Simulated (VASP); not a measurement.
# Hf (Cmcm) in VASP: further runs

The runs below take Hf through single point, with PBE.

Program: VASP 6.6.1. These are calculated values, not measurements. Logs are shortened: lines on timing, memory, paths and dates and some standing lists are left out, and cuts for length are marked.

**1. The cell of the first run**

The structure is orthorhombic, space group Cmcm (No. 63). The conventional cell has a = 3.436 Å, b = 5.122 Å, c = 5.058 Å, α = 90.00°, β = 90.00°, γ = 90.00°. Hf (site symmetry m2m) has 12 Hf at 3.05 to 3.44 Å within 4.0 Å.

**2. Single point, PBE (strain +0.0750 x Voigt [1, -1, 0, 0, 0, 0])**

The input, INCAR:

```
SYSTEM = Hf
PREC = Accurate ; ENCUT = 520
EDIFF = 1E-6 ; ISMEAR = 0
SIGMA = 0.15 ; LREAL = .False.
LASPH = .True. ; NELM = 80
ALGO = Fast ; ISIF = 2
LWAVE = .False. ; LCHARG = .False.
GGA = PE ; NBANDS = 17
```

The input, KPOINTS:

```
Automatic mesh
0
Gamma
  18 18 10
  0 0 0
```

The input, POSCAR:

```
Hf
1.0
    3.4364509135      0.0000000000      0.0000000000
   -1.7182254568      2.5607904704      0.0000000000
    0.0000000000      0.0000000000      5.0578000000
Hf
2
Direct
    0.3333333333      0.6666666667      0.2500000000
    0.6666666667      0.3333333333      0.7500000000
```

Potentials or basis: VASP PAW PBE potentials, release 64 (Hf_pv).

Command:

```bash
cat potpaw_PBE.64/Hf_pv/POTCAR > POTCAR
mpirun -np 1 vasp_std > vasp.out
```

OUTCAR:

```text
SYSTEM = Hf
   PREC = Accurate
   ENCUT = 520
   EDIFF = 1E-6
   ISMEAR = 0
   LREAL = .False.
   LASPH = .True.
   NELM = 80
   ISIF = 2
   GGA = PE

 ion  position               nearest neighbor table
   1  0.333  0.667  0.250-   2 3.05   2 3.05   2 3.17   2 3.17   2 3.17   2 3.17
   2  0.667  0.333  0.750-   1 3.05   1 3.05   1 3.17   1 3.17   1 3.17   1 3.17

  Warning from LATTYP: Monoclinic adjustment (A1->A3, A2->A1, A3->A2)!
  LATTYP: Found a base centered orthorhombic cell.
 ALAT       =     3.4364509135
 B/A-ratio  =     1.4903692995
 C/A-ratio  =     1.4718091797

  Lattice vectors:

 A1 = (   1.7182254568,  -2.5607904704,   0.0000000000)
 A2 = (   1.7182254567,   2.5607904704,   0.0000000000)
 A3 = (   0.0000000000,   0.0000000000,   5.0578000000)

Analysis of symmetry for initial positions (statically):
=====================================================================
 Subroutine PRICEL returns:
 Original cell was already a primitive cell.

 Routine SETGRP: Setting up the symmetry group for a
 base centered orthorhombic supercell.

 Subroutine GETGRP returns: Found  8 space group operations
 (whereof  4 operations were pure point group operations)
 out of a pool of  8 trial point group operations.

The static configuration has the point symmetry C_2h.
 The point group associated with its full space group is D_2h.

Analysis of symmetry for dynamics (positions and initial velocities):
=====================================================================
 Subroutine PRICEL returns:
 Original cell was already a primitive cell.

 Routine SETGRP: Setting up the symmetry group for a
 base centered orthorhombic supercell.

 Subroutine GETGRP returns: Found  8 space group operations
 (whereof  4 operations were pure point group operations)
 out of a pool of  8 trial point group operations.

The dynamic configuration has the point symmetry C_2h.
 The point group associated with its full space group is D_2h.

 Subroutine INISYM returns: Found  8 space group operations
 (whereof  4 operations are pure point group operations),
 and found     1 'primitive' translations

----------------------------------------------------------------------------------------

                                     Primitive cell

  volume of cell :      44.5088

  direct lattice vectors                    reciprocal lattice vectors
     3.436450913  0.000000000  0.000000000     0.290997900  0.195252211  0.000000000
    -1.718225457  2.560790470  0.000000000     0.000000000  0.390504421  0.000000000
     0.000000000  0.000000000  5.057800000     0.000000000  0.000000000  0.197714421

  length of vectors
     3.436450913  3.083820123  5.057800000     0.350432880  0.390504421  0.197714421

  position of ions in fractional coordinates (direct lattice)
     0.333333333  0.666666667  0.250000000
     0.666666667  0.333333333  0.750000000

  ion indices of the primitive-cell ions
   primitive index   ion index
                 1           1
                 2           2

----------------------------------------------------------------------------------------

 KPOINTS: Automatic mesh

Automatic generation of k-mesh.
 Grid dimensions read from file:
 generate k-points for:   18   18   10

 Generating k-lattice:

  Cartesian coordinates                     Fractional coordinates (reciprocal lattice)
     0.016166550  0.010847345  0.000000000     0.055555556  0.000000000  0.000000000
     0.000000000  0.021694690  0.000000000     0.000000000  0.055555556  0.000000000
     0.000000000  0.000000000  0.019771442     0.000000000  0.000000000  0.100000000

  Length of vectors
     0.019468493  0.021694690  0.019771442

  Shift w.r.t. Gamma in fractional coordinates (k-lattice)
     0.000000000  0.000000000  0.000000000

 Subroutine IBZKPT returns following result:
 ===========================================

 Found    546 irreducible k-points:

 Following reciprocal coordinates:
            Coordinates               Weight
  0.000000  0.000000  0.000000      1.000000
  0.055556 -0.000000  0.000000      4.000000
  0.111111 -0.000000  0.000000      4.000000
  0.166667 -0.000000  0.000000      4.000000
  0.222222 -0.000000  0.000000      4.000000
  0.277778  0.000000  0.000000      4.000000
[... 16 lines left out ...]
 -0.333333  0.055556  0.000000      4.000000
 -0.277778  0.055556  0.000000      4.000000
 [... further k-points ...]
   k-points           NKPTS =    546   k-points in BZ     NKDIM =    546   number of bands    NBANDS=     17
   number of dos      NEDOS =    301   number of ions     NIONS =      2
   total plane-waves  NPLWV =  26880
   dimension x,y,z NGX =    28 NGY =   24 NGZ =   40
   dimension x,y,z NGXF=    56 NGYF=   48 NGZF=   80
   ions per type =               2
   NGX,Y,Z   is equivalent  to a cutoff of  13.55, 12.94, 13.15 a.u.
   NGXF,Y,Z  is equivalent  to a cutoff of  27.09, 25.88, 26.30 a.u.
 SYSTEM =  Hf
   PREC   = accura    normal or accurate (medium, high low for compatibility)
   ISTART =      0    job   : 0-new  1-cont  2-samecut
   ICHARG =      2    charge: 1-file 2-atom 10-const
   ISPIN  =      1    spin polarized calculation?
   LNONCOLLINEAR =      F non collinear calculations
   LSORBIT =      F    spin-orbit coupling
   LASPH  =      T    aspherical Exc in radial PAW
   ENCUT  =  520.0 eV  38.22 Ry    6.18 a.u.   6.39  5.73  9.40*2*pi/ulx,y,z
   NELM   =     80;   NELMIN=  2; NELMDL= -5     # of ELM steps
   EDIFF  = 0.1E-05   stopping-criterion for ELM
   LREAL  =      F    real-space projection
   EDIFFG = 0.1E-04   stopping-criterion for IOM
   NSW    =      0    number of steps for IOM
   IBRION =     -1    ionic relax: 0-MD 1-quasi-New 2-CG
   NFREE  =      0    steps in history (QN), initial steepest desc. (CG)
   ISIF   =      2    stress and relaxation
   ISYM   =      2    0-nonsym 1-usesym 2-fastsym
   POTIM  = 0.5000    time-step for ionic-motion
   TEBEG  =    0.0;   TEEND  =   0.0 temperature during run
   PSTRESS=    0.0 pullay stress
   NELECT =      20.0000    total number of electrons
   NUPDOWN=      -1.0000    fix difference up-down
   EMIN   =  10.00;   EMAX   =-10.00  energy-range for DOS
   EFERMI =   0.00;   METHOD = LEGACY
   ISMEAR =     0;   SIGMA  =   0.15  broadening in eV -4-tet -1-fermi 0-gaus
   EFERMI_NEDOS =   21; number of points for ismear=-14 and -15
   IALGO  =     68    algorithm
   IMIX   =      4    mixing-type and parameters
     AMIX     =   0.40;   BMIX     =  1.00
     AMIX_MAG =   1.60;   BMIX_MAG =  1.00
  volume/ion in A,a.u.               =      22.25       150.18
  Fermi-wavevector in a.u.,A,eV,Ry     =   1.253919  2.369564 21.392622  1.572313
  Thomas-Fermi vector in A             =   2.387749
   LORBIT       =      0    0 simple, 1 ext, 2 COOP (PROOUT), +10 PAW based schemes
   GGA     = PE    functional components
   LHFCALC =     F    Hartree Fock is set to
   AEXX    =    0.0000 exact exchange contribution
   IVDW    =     0    specifies the selected vdW correction
   LEPSILON=     F    determine dielectric tensor
   LRPA    =     F    only Hartree local field effects (RPA)
 non-spin polarized calculation
 RMM-DIIS sequential band-by-band and
 Gauss-broadening in eV      SIGMA  =   0.15
  energy-cutoff  :      520.00
  volume of cell :       44.51
 maximum number of plane-waves:      1221
 NGX is ok and might be reduce to    28
   NGX = 13   NGY = 11   NGZ = 19

 number of electron      19.9999999 magnetization

 Free energy of the ion-electron system (eV)
  ---------------------------------------------------
  ext. energy  EPLUGINS =         0.00000000
  ---------------------------------------------------
  free energy    TOTEN  =       -19.68385612 eV

  energy without entropy =      -19.66092575  energy(sigma->0) =      -19.67239094

 E-fermi :   4.8233     XC(G=0): -11.2991

 val. band max:        4.8216980362   @ k =   0.1111   0.0556   0.1000
 cond. band min:       4.8238454662   @ k =   0.1111   0.1111   0.4000
 fundamental gap:      0.0021474300
 Fermi energy:         4.8232940154

 k-point     1 :       0.0000    0.0000    0.0000
  band No.  band energies     occupation
      1     -26.1057      2.00000
      2     -25.3790      2.00000
      3     -25.2804      2.00000
      4     -25.2598      2.00000
      5     -25.2216      2.00000
      6     -25.1464      2.00000
[... 9 lines left out ...]
     16       8.3230      0.00000
     17       9.9369      0.00000

 k-point     2 :       0.0556   -0.0000    0.0000
  band No.  band energies     occupation
      1     -26.0983      2.00000
      2     -25.3894      2.00000
      3     -25.2944      2.00000
      4     -25.2674      2.00000
      5     -25.2249      2.00000
      6     -25.1557      2.00000
[... 9 lines left out ...]
     16       8.3122      0.00000
     17      10.1615      0.00000

 k-point     3 :       0.1111   -0.0000    0.0000
  band No.  band energies     occupation
      1     -26.0764      2.00000
      2     -25.4274      2.00000
      3     -25.3214      2.00000
      4     -25.3030      2.00000
      5     -25.2348      2.00000
      6     -25.1738      2.00000
[... 9 lines left out ...]
     16       8.3247      0.00000
     17      10.5538      0.00000

 k-point     4 :       0.1667   -0.0000    0.0000
  band No.  band energies     occupation
      1     -26.0414      2.00000
      2     -25.4988      2.00000
      3     -25.3803      2.00000
      4     -25.3384      2.00000
      5     -25.2513      2.00000
      6     -25.1876      2.00000
[... 9 lines left out ...]
     16       8.4484      0.00000
     17      10.8160      0.00000

 k-point     5 :       0.2222   -0.0000    0.0000
  band No.  band energies     occupation
      1     -25.9959      2.00000
      2     -25.5928      2.00000
      3     -25.4767      2.00000
      4     -25.3554      2.00000
      5     -25.2742      2.00000
      6     -25.1974      2.00000
[... 9 lines left out ...]
     16       8.7342      0.00000
     17      11.0294      0.00000

 k-point     6 :       0.2778    0.0000    0.0000
  band No.  band energies     occupation
      1     -25.9433      2.00000
      2     -25.6943      2.00000
      3     -25.5806      2.00000
      4     -25.3693      2.00000
      5     -25.3027      2.00000
      6     -25.2053      2.00000
[... 9 lines left out ...]
     16       9.1747      0.00000
     17      11.2067      0.00000

 k-point     7 :       0.3333   -0.0000    0.0000
  band No.  band energies     occupation
      1     -25.8882      2.00000
      2     -25.7896      2.00000
      3     -25.6770      2.00000
      4     -25.3812      2.00000
      5     -25.3350      2.00000
      6     -25.2119      2.00000
[... 9 lines left out ...]
     16       9.7301      0.00000
     17      11.3461      0.00000

 k-point     8 :       0.3889   -0.0000    0.0000
  band No.  band energies     occupation
      1     -25.8670      2.00000
      2     -25.8371      2.00000
      3     -25.7543      2.00000
      4     -25.3903      2.00000
      5     -25.3675      2.00000
      6     -25.2171      2.00000
[... 9 lines left out ...]
     16      10.3940      0.00000
     17      11.4455      0.00000
[... 203 lines left out ...]
      1     -25.9296      2.00000
      2     -25.8193      2.00000
      3     -25.7808      2.00000
      4     -25.4097      2.00000
      5     -25.4049      2.00000
      6     -25.2374      2.00000
[... 9 lines left out ...]
     16      11.4321      0.00000
     17      12.1976      0.00000

 k-point    20 :       0.5000    0.0556    0.0000
  band No.  band energies     occupation
      1     -25.9201      2.00000
      2     -25.8050      2.00000
      3     -25.7853      2.00000
      4     -25.4146      2.00000
      5     -25.4028      2.00000
      6     -25.2391      2.00000
[... 9 lines left out ...]
     16      11.1995      0.00000
     17      11.4337      0.00000

 k-point    21 :      -0.4444    0.0556    0.0000
  band No.  band energies     occupation
      1     -25.8771      2.00000
      2     -25.8164      2.00000
      3     -25.7587      2.00000
      4     -25.4149      2.00000
      5     -25.3821      2.00000
      6     -25.2381      2.00000
[... 9 lines left out ...]
     16      10.3453      0.00000
     17      11.4017      0.00000

 k-point    22 :      -0.3889    0.0556    0.0000
  band No.  band energies     occupation
      1     -25.8643      2.00000
      2     -25.8056      2.00000
      3     -25.6855      2.00000
      4     -25.4104      2.00000
      5     -25.3515      2.00000
      6     -25.2343      2.00000
[... 9 lines left out ...]
     16      10.0000      0.00000
     17      11.3376      0.00000

 k-point    23 :      -0.3333    0.0556    0.0000
  band No.  band energies     occupation
      1     -25.9189      2.00000
      2     -25.7140      2.00000
      3     -25.5944      2.00000
      4     -25.4005      2.00000
      5     -25.3188      2.00000
      6     -25.2275      2.00000
[... 9 lines left out ...]
     16       9.5896      0.00000
     17      11.2451      0.00000

 k-point    24 :      -0.2778    0.0556    0.0000
  band No.  band energies     occupation
      1     -25.9728      2.00000
      2     -25.6138      2.00000
      3     -25.4981      2.00000
      4     -25.3839      2.00000
      5     -25.2887      2.00000
      6     -25.2176      2.00000
[... 9 lines left out ...]
     16       9.2006      0.00000
     17      11.1277      0.00000

 [... further k-points ...]
[... 5 lines left out ...]
  --------------------------------------------------------------------------------------
  -------------------------------------------------------------------------------------
  Total       -1.1323341      2.5555021     -0.3058279     -0.0000000      0.0000000      0.0000000
  in kB      -40.7604820     91.9900785    -11.0088472     -0.0000000      0.0000000      0.0000000
  external PRESSURE =      13.4069165 kB  Pullay stress =       0.0000000 kB

 VOLUME and BASIS-vectors are now :
 -----------------------------------------------------------------------------
  energy-cutoff  :      520.00
  volume of cell :       44.51
      direct lattice vectors                 reciprocal lattice vectors
     3.436450913  0.000000000  0.000000000     0.290997900  0.195252211  0.000000000
    -1.718225457  2.560790470  0.000000000     0.000000000  0.390504421  0.000000000
     0.000000000  0.000000000  5.057800000     0.000000000  0.000000000  0.197714421

 POSITION                                       TOTAL-FORCE (eV/Angst)
 -----------------------------------------------------------------------------------
     -0.00000      1.70719      1.26445         0.000000     -0.453318      0.000000
      1.71823      0.85360      3.79335        -0.000000      0.453318     -0.000000
 -----------------------------------------------------------------------------------
    total drift:                               -0.000000      0.000000     -0.000000

  FREE ENERGIE OF THE ION-ELECTRON SYSTEM (eV)
  ---------------------------------------------------
  free  energy   TOTEN  =       -19.6838561237 eV

  energy  without entropy=      -19.6609257481  energy(sigma->0) =      -19.67239094
```

It took 7.1 min on 1 thread of Intel Xeon Platinum 8488C (Sapphire Rapids), shared host; peak memory 0.44 GiB.

Results:

* Free energy: -19.6839 eV
* Pressure: 1.3 GPa
* Largest force: 0.453 eV/Å
* Band gap on the k mesh: zero (bands 10 and 11 overlap by 1.07 eV)

Forces on the atoms (eV/Å):
```
Hf   0.000 -0.453  0.000
Hf   0.000  0.453  0.000
```

Levels at points of the mesh, in eV from the Fermi level:
```csv
k point,band 8,band 9,band 10,band 11,band 12,band 13
"(0.00, 0.00, 0.00)",-3.59,0.04,0.78,0.96,1.53,2.55
"(0.50, 0.00, 0.00)",-2.57,-2.14,-0.87,0.62,1.46,1.82
"(0.00, 0.50, 0.00)",-2.71,-2.07,-0.10,-0.02,1.25,2.60
"(0.00, 0.00, 0.50)",-5.28,0.09,0.09,0.21,0.21,2.48
"(0.50, 0.00, 0.50)",-3.38,-0.90,-0.90,1.08,1.08,3.33
"(0.00, 0.50, 0.50)",-3.09,-0.83,-0.83,1.85,1.85,2.02
```

Caveat: the cell differs from its parent crystal (strain +0.0750 x Voigt [1, -1, 0, 0, 0, 0]); spin-orbit coupling is left out, which moves the levels of the heavy elements.

(Continued in part 2 of 2.)
